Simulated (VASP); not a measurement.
# TiSe2 (P-3m1) in VASP: further runs

TiSe2 is run at these levels: LDA; tasks: single point, relaxation of cell and atoms.

All numbers are computed with VASP 6.6.1; they aren't measurements. Logs are shortened: lines on timing, memory, paths and dates and some standing lists are left out, and cuts for length are marked.

**1. The cell of the first run**

The structure is trigonal, space group P-3m1 (No. 164). The conventional cell has a = 3.352 Å, b = 3.352 Å, c = 5.571 Å, α = 90.00°, β = 90.00°, γ = 120.00°. Within 3.3 Å of Ti (site symmetry -3m) lie 6 Se at 2.48 Å. Within 3.3 Å of Se (site symmetry 3m) lie 3 Ti at 2.48 Å and 3 Se at 3.14 Å.

**2. Single point, LDA**

INCAR

```
PREC = Accurate ; ENCUT = 500
EDIFF = 1E-6 ; ISMEAR = -1
SIGMA = 0.03 ; LREAL = False
LASPH = True ; NELM = 120
ALGO = Normal ; ISIF = 2
LWAVE = False ; LCHARG = True
LELF = True ; LVHAR = True
NBANDS = 19 ; GGA_COMPAT = False
```

KPOINTS

```
Automatic mesh
0
Gamma
  16 16 8
```

POSCAR

```
TiSe2
1.0
    3.3518748561      0.0000000000      0.0000000000
   -1.6759374280      2.9028087757      0.0000000000
    0.0000000000      0.0000000000      5.5706816198
Ti Se
1 2
Direct
    0.0000000000      0.0000000000      0.0000000000
    0.3333333333      0.6666666667      0.2782597856
    0.6666666667      0.3333333333     -0.2782597856
```

Potentials or basis: VASP PAW LDA potentials, release 64 (Ti_sv, Se).

The run is started by

```sh
> cat potpaw_LDA.64/Ti_sv/POTCAR potpaw_LDA.64/Se/POTCAR > POTCAR
> mpirun -np 1 vasp_std > vasp.out
```

OUTCAR:

```text
PREC = Accurate
   ENCUT = 500
   EDIFF = 1E-6
   ISMEAR = -1
   LREAL = False
   LASPH = True
   NELM = 120
   ISIF = 2

 ion  position               nearest neighbor table
   1  0.000  0.000  0.000-   2 2.48   3 2.48   2 2.48   3 2.48   3 2.48   2 2.48
   2  0.333  0.667  0.278-   1 2.48   1 2.48   1 2.48
   3  0.667  0.333  0.722-   1 2.48   1 2.48   1 2.48

  LATTYP: Found a hexagonal cell.
 ALAT       =     3.3518748561
 C/A-ratio  =     1.6619599057

  Lattice vectors:

 A1 = (   3.3518748561,   0.0000000000,   0.0000000000)
 A2 = (  -1.6759374280,   2.9028087757,   0.0000000000)
 A3 = (   0.0000000000,   0.0000000000,   5.5706816198)

Analysis of symmetry for initial positions (statically):
=====================================================================
 Subroutine PRICEL returns:
 Original cell was already a primitive cell.

 Routine SETGRP: Setting up the symmetry group for a
 hexagonal supercell.

 Subroutine GETGRP returns: Found 12 space group operations
 (whereof 12 operations were pure point group operations)
 out of a pool of 24 trial point group operations.

The static configuration has the point symmetry D_3d.

Analysis of symmetry for dynamics (positions and initial velocities):
=====================================================================
 Subroutine PRICEL returns:
 Original cell was already a primitive cell.

 Routine SETGRP: Setting up the symmetry group for a
 hexagonal supercell.

 Subroutine GETGRP returns: Found 12 space group operations
 (whereof 12 operations were pure point group operations)
 out of a pool of 24 trial point group operations.

The dynamic configuration has the point symmetry D_3d.

 Subroutine INISYM returns: Found 12 space group operations
 (whereof 12 operations are pure point group operations),
 and found     1 'primitive' translations

----------------------------------------------------------------------------------------

                                     Primitive cell

  volume of cell :      54.2019

  direct lattice vectors                    reciprocal lattice vectors
     3.351874856  0.000000000  0.000000000     0.298340494  0.172246964  0.000000000
    -1.675937428  2.902808776  0.000000000     0.000000000  0.344493929  0.000000000
     0.000000000  0.000000000  5.570681620     0.000000000  0.000000000  0.179511246

  length of vectors
     3.351874856  3.351874856  5.570681620     0.344493929  0.344493929  0.179511246

  position of ions in fractional coordinates (direct lattice)
     0.000000000  0.000000000  0.000000000
     0.333333333  0.666666667  0.278259786
     0.666666667  0.333333333  0.721740214

  ion indices of the primitive-cell ions
   primitive index   ion index
                 1           1
                 2           2
                 3           3

----------------------------------------------------------------------------------------

 KPOINTS: Automatic mesh

Automatic generation of k-mesh.
 Grid dimensions read from file:
 generate k-points for:   16   16    8

 Generating k-lattice:

  Cartesian coordinates                     Fractional coordinates (reciprocal lattice)
     0.018646281  0.010765435  0.000000000     0.062500000  0.000000000  0.000000000
     0.000000000  0.021530871  0.000000000     0.000000000  0.062500000  0.000000000
     0.000000000  0.000000000  0.022438906     0.000000000  0.000000000  0.125000000

  Length of vectors
     0.021530871  0.021530871  0.022438906

  Shift w.r.t. Gamma in fractional coordinates (k-lattice)
     0.000000000  0.000000000  0.000000000

 Subroutine IBZKPT returns following result:
 ===========================================

 Found    213 irreducible k-points:

 Following reciprocal coordinates:
            Coordinates               Weight
  0.000000  0.000000  0.000000      1.000000
  0.062500  0.000000  0.000000      6.000000
  0.125000  0.000000  0.000000      6.000000
  0.187500  0.000000  0.000000      6.000000
  0.250000  0.000000  0.000000      6.000000
  0.312500  0.000000  0.000000      6.000000
[... 16 lines left out ...]
  0.187500  0.187500  0.000000      6.000000
  0.250000  0.187500  0.000000     12.000000
 [... further k-points ...]
   k-points           NKPTS =    213   k-points in BZ     NKDIM =    213   number of bands    NBANDS=     19
   number of dos      NEDOS =    301   number of ions     NIONS =      3
   total plane-waves  NPLWV =  24192
   dimension x,y,z NGX =    24 NGY =   24 NGZ =   42
   dimension x,y,z NGXF=    48 NGYF=   48 NGZF=   84
   ions per type =               1   2
   NGX,Y,Z   is equivalent  to a cutoff of  11.90, 11.90, 12.53 a.u.
   NGXF,Y,Z  is equivalent  to a cutoff of  23.81, 23.81, 25.07 a.u.
 SYSTEM =  unknown system
   PREC   = accura    normal or accurate (medium, high low for compatibility)
   ISTART =      0    job   : 0-new  1-cont  2-samecut
   ICHARG =      2    charge: 1-file 2-atom 10-const
   ISPIN  =      1    spin polarized calculation?
   LNONCOLLINEAR =      F non collinear calculations
   LSORBIT =      F    spin-orbit coupling
   LASPH  =      T    aspherical Exc in radial PAW
   ENCUT  =  500.0 eV  36.75 Ry    6.06 a.u.   6.11  6.11 10.16*2*pi/ulx,y,z
   NELM   =    120;   NELMIN=  2; NELMDL= -5     # of ELM steps
   EDIFF  = 0.1E-05   stopping-criterion for ELM
   LREAL  =      F    real-space projection
   EDIFFG = 0.1E-04   stopping-criterion for IOM
   NSW    =      0    number of steps for IOM
   IBRION =     -1    ionic relax: 0-MD 1-quasi-New 2-CG
   NFREE  =      0    steps in history (QN), initial steepest desc. (CG)
   ISIF   =      2    stress and relaxation
   ISYM   =      2    0-nonsym 1-usesym 2-fastsym
   POTIM  = 0.5000    time-step for ionic-motion
   TEBEG  =    0.0;   TEEND  =   0.0 temperature during run
   PSTRESS=    0.0 pullay stress
   NELECT =      24.0000    total number of electrons
   NUPDOWN=      -1.0000    fix difference up-down
   EMIN   =  10.00;   EMAX   =-10.00  energy-range for DOS
   EFERMI =   0.00;   METHOD = LEGACY
   ISMEAR =    -1;   SIGMA  =   0.03  broadening in eV -4-tet -1-fermi 0-gaus
   EFERMI_NEDOS =   21; number of points for ismear=-14 and -15
   IALGO  =     38    algorithm
   IMIX   =      4    mixing-type and parameters
     AMIX     =   0.40;   BMIX     =  1.00
     AMIX_MAG =   1.60;   BMIX_MAG =  1.00
  volume/ion in A,a.u.               =      18.07       121.92
  Fermi-wavevector in a.u.,A,eV,Ry     =   1.247787  2.357975 21.183889  1.556972
  Thomas-Fermi vector in A             =   2.381903
   LORBIT       =      0    0 simple, 1 ext, 2 COOP (PROOUT), +10 PAW based schemes
   GGA     = CA    functional components
   LHFCALC =     F    Hartree Fock is set to
   AEXX    =    0.0000 exact exchange contribution
   IVDW    =     0    specifies the selected vdW correction
   LEPSILON=     F    determine dielectric tensor
   LRPA    =     F    only Hartree local field effects (RPA)
 non-spin polarized calculation
  energy-cutoff  :      500.00
  volume of cell :       54.20
 maximum number of plane-waves:      1400
   NGX = 13   NGY = 13   NGZ = 21

 number of electron      24.0000009 magnetization

 Free energy of the ion-electron system (eV)
  ---------------------------------------------------
  ext. energy  EPLUGINS =         0.00000000
  ---------------------------------------------------
  free energy    TOTEN  =       -20.24643289 eV

  energy without entropy =      -20.24320912  energy(sigma->0) =      -20.24482100

 E-fermi :   6.7952     XC(G=0): -11.2133

 val. band max:        6.7835343339   @ k =   0.0625   0.0000   0.3750
 cond. band min:       6.7973912024   @ k =  -0.0625   0.5000   0.3750
 fundamental gap:      0.0138568685
 Fermi energy:         6.7952109102

 k-point     1 :       0.0000    0.0000    0.0000
  band No.  band energies     occupation
      1     -49.6724      2.00000
      2     -26.3482      2.00000
      3     -26.2882      2.00000
      4     -26.2882      2.00000
      5      -8.1723      2.00000
      6      -5.9582      2.00000
[... 11 lines left out ...]
     18      12.6301      0.00000
     19      13.8687      0.00000

 k-point     2 :       0.0625    0.0000    0.0000
  band No.  band energies     occupation
      1     -49.6717      2.00000
      2     -26.3467      2.00000
      3     -26.2948      2.00000
      4     -26.2896      2.00000
      5      -8.1182      2.00000
      6      -5.9404      2.00000
[... 11 lines left out ...]
     18      13.0295      0.00000
     19      14.1639      0.00000

 k-point     3 :       0.1250    0.0000    0.0000
  band No.  band energies     occupation
      1     -49.6698      2.00000
      2     -26.3423      2.00000
      3     -26.3135      2.00000
      4     -26.2938      2.00000
      5      -7.9587      2.00000
      6      -5.8896      2.00000
[... 11 lines left out ...]
     18      13.7972      0.00000
     19      14.8527      0.00000

 k-point     4 :       0.1875    0.0000    0.0000
  band No.  band energies     occupation
      1     -49.6670      2.00000
      2     -26.3420      2.00000
      3     -26.3352      2.00000
      4     -26.3000      2.00000
      5      -7.7025      2.00000
      6      -5.8140      2.00000
[... 11 lines left out ...]
     18      14.1839      0.00000
     19      15.3803      0.00000

 k-point     5 :       0.2500    0.0000    0.0000
  band No.  band energies     occupation
      1     -49.6637      2.00000
      2     -26.3743      2.00000
      3     -26.3279      2.00000
      4     -26.3073      2.00000
      5      -7.3655      2.00000
      6      -5.7285      2.00000
[... 11 lines left out ...]
     18      14.0631      0.00000
     19      15.1463      0.00000
[... 334 lines left out ...]
      2     -26.4450      2.00000
      3     -26.3403      2.00000
      4     -26.3079      2.00000
      5      -6.1111      2.00000
      6      -5.6382      2.00000
[... 11 lines left out ...]
     18      13.6892      0.00000
     19      14.6644      0.00000

 k-point    22 :       0.4375    0.1250    0.0000
  band No.  band energies     occupation
      1     -49.6543      2.00000
      2     -26.4502      2.00000
      3     -26.3422      2.00000
      4     -26.3065      2.00000
      5      -5.9138      2.00000
      6      -5.7210      2.00000
[... 11 lines left out ...]
     18      13.5918      0.00000
     19      14.6140      0.00000

 k-point    23 :       0.1875    0.1875    0.0000
  band No.  band energies     occupation
      1     -49.6595      2.00000
      2     -26.4015      2.00000
      3     -26.3299      2.00000
      4     -26.3177      2.00000
      5      -6.8893      2.00000
      6      -5.6251      2.00000
[... 11 lines left out ...]
     18      14.5237      0.00000
     19      15.6462      0.00000

 k-point    24 :       0.2500    0.1875    0.0000
  band No.  band energies     occupation
      1     -49.6569      2.00000
      2     -26.4194      2.00000
      3     -26.3425      2.00000
      4     -26.3123      2.00000
      5      -6.5218      2.00000
      6      -5.5775      2.00000
[... 11 lines left out ...]
     18      13.7264      0.00000
     19      15.6049      0.00000

 [... further k-points ...]

------------------------ aborting loop because EDIFF is reached ----------------------------------------

  FORCE on cell =-STRESS in cart. coord.  units (eV):
  Direction    XX          YY          ZZ          XY          YZ          ZX
  --------------------------------------------------------------------------------------
  -------------------------------------------------------------------------------------
  Total        2.1251873      2.1251873      2.1496088      0.0000000      0.0000000      0.0000000
  in kB       62.8193191     62.8193191     63.5412055      0.0000000      0.0000000      0.0000000
  external PRESSURE =      63.0599479 kB  Pullay stress =       0.0000000 kB

 VOLUME and BASIS-vectors are now :
 -----------------------------------------------------------------------------
  energy-cutoff  :      500.00
  volume of cell :       54.20
      direct lattice vectors                 reciprocal lattice vectors
     3.351874856  0.000000000  0.000000000     0.298340494  0.172246964  0.000000000
    -1.675937428  2.902808776  0.000000000     0.000000000  0.344493929  0.000000000
     0.000000000  0.000000000  5.570681620     0.000000000  0.000000000  0.179511246

 POSITION                                       TOTAL-FORCE (eV/Angst)
 -----------------------------------------------------------------------------------
      0.00000      0.00000      0.00000        -0.000000      0.000000      0.000000
     -0.00000      1.93521      1.55010         0.000000     -0.000000      0.042202
      1.67594      0.96760      4.02058         0.000000      0.000000     -0.042202
 -----------------------------------------------------------------------------------
    total drift:                               -0.000000     -0.000000      0.000000

  FREE ENERGIE OF THE ION-ELECTRON SYSTEM (eV)
  ---------------------------------------------------
  free  energy   TOTEN  =       -20.2464328860 eV

  energy  without entropy=      -20.2432091229  energy(sigma->0) =      -20.24482100
```

Wall time 58 s (1 thread of Intel Xeon 6975P-C (Granite Rapids), shared host); peak memory 0.3 GiB.

What came out:

```yaml
Free_energy: -20.2464 eV
Pressure: 6.3 GPa
Largest_force: 0.042 eV/Å
Band_gap_on_the_k_mesh: zero (band 12 reaches 7.44 eV, above the bottom of band 13 at 6.33 eV)
```

Forces in eV/Å, atoms in the order of the input:
```
Ti   0.000  0.000  0.000
Se   0.000  0.000  0.042
Se   0.000  0.000 -0.042
```

**3. Relaxation of cell and atoms, LDA, target pressure 6 GPa, at which the enthalpy is minimised**

This run uses another cell than the first one, of 21.73 Å³/atom, 1.203 times its volume.

INCAR

```
SYSTEM = TiSe2
PREC = Accurate
ENCUT = 500
EDIFF = 1E-7
ISMEAR = -1
SIGMA = 0.03
LREAL = .FALSE.
LASPH = .TRUE.
NELM = 120
ALGO = Normal
ISIF = 3
LWAVE = .FALSE.
LCHARG = .FALSE.
IBRION = 2
NSW = 80
EDIFFG = -0.002
PSTRESS = 60.0
GGA_COMPAT = .FALSE.
NELMIN = 4
```

KPOINTS

```
Automatic mesh
0
G
  16 16 8
  0 0 0
```

POSCAR

```
TiSe2
1.0
    3.5400000000      0.0000000000      0.0000000000
   -1.7700000000      3.0657299294      0.0000000000
    0.0000000000      0.0000000000      6.0080000000
Ti Se
1 2
Direct
    0.0000000000      0.0000000000      0.0000000000
    0.3333333333      0.6666666667      0.2550000000
    0.6666666667      0.3333333333     -0.2550000000
```

Potentials or basis: VASP PAW LDA potentials, release 64 (Ti_sv, Se).

The run is started by

```sh
> cat potpaw_LDA.64/Ti_sv/POTCAR potpaw_LDA.64/Se/POTCAR > POTCAR
> mpirun -np 1 vasp_std > vasp.out
```

Wall time 19 min (1 thread of Intel Xeon 6975P-C (Granite Rapids), shared host); peak memory 0.37 GiB.

Results (log left out):

```
Free energy                                            : -20.2516 eV
Relaxed volume                                         : 18.10 Å³/atom
Relaxed cell                                           : a = 3.354 Å, b = 3.354 Å, c = 5.573 Å, α = 90.00°, β = 90.00°, γ = 120.00°
Space group after relaxing (to 0.05 Å)                 : P-3m1 (No. 164)
Energy change on relaxing (the enthalpy is what falls) : +4.6 meV/atom
Ionic steps                                            : 18
Pressure after relaxing                                : 6.0 GPa
Band gap on the k mesh                                 : zero (band 12 reaches 7.42 eV, above the bottom of band 13 at 6.32 eV)
```

The path:
```tsv
step	energy change (eV)	largest force (eV/Å)	pressure (GPa)	volume (Å³)
1	0.0000	0.2579	-4.67	65.20
2	0.5277	2.6795	22.06	52.47
3	-0.0001	0.9575	5.48	58.70
4	0.0045	0.9862	5.73	58.57
5	-0.0153	0.6766	5.77	57.14
6	0.0218	0.1357	6.15	54.91
7	0.0085	0.0233	5.72	54.64
8	0.0104	0.0800	5.51	54.40
9	0.0110	0.0882	5.50	54.39
10	0.0366	0.1211	7.35	53.75
11	0.0181	0.0225	6.08	54.18
12	0.0183	0.0207	6.09	54.18
13	0.0154	0.0093	6.03	54.25
14	0.0144	0.0052	6.00	54.28
15	0.0142	0.0010	6.01	54.28
16	0.0141	0.0023	6.02	54.28
17	0.0131	0.0031	5.96	54.31
18	0.0138	0.0004	5.99	54.29
```

Final structure:
```xyz
3
Lattice="3.3541 0.0000 0.0000 -1.6770 2.9047 0.0000 0.0000 0.0000 5.5728" Properties=species:S:1:pos:R:3 pbc="T T T"
Ti    0.0000    0.0000    0.0000
Se    0.0000    1.9365    1.5524
Se    1.6770    0.9682    4.0204
```

Levels at points of the mesh, in eV from the Fermi level:
```tsv
k point	band 10	band 11	band 12	band 13	band 14	band 15
(0.00, 0.00, 0.00)	0.48	0.65	0.65	0.89	0.97	0.97
(0.50, 0.00, 0.00)	-3.09	-2.21	-1.55	-0.01	1.81	2.29
(0.00, 0.00, 0.50)	-2.07	0.40	0.40	0.61	0.61	1.55
(0.50, 0.00, 0.50)	-2.74	-0.84	-0.54	-0.46	1.81	2.27
```

Caveat: the cell is relaxed towards a set pressure, so the enthalpy falls and the energy may rise; the volume moved by over 15 % at a fixed basis, so the end points are rough.
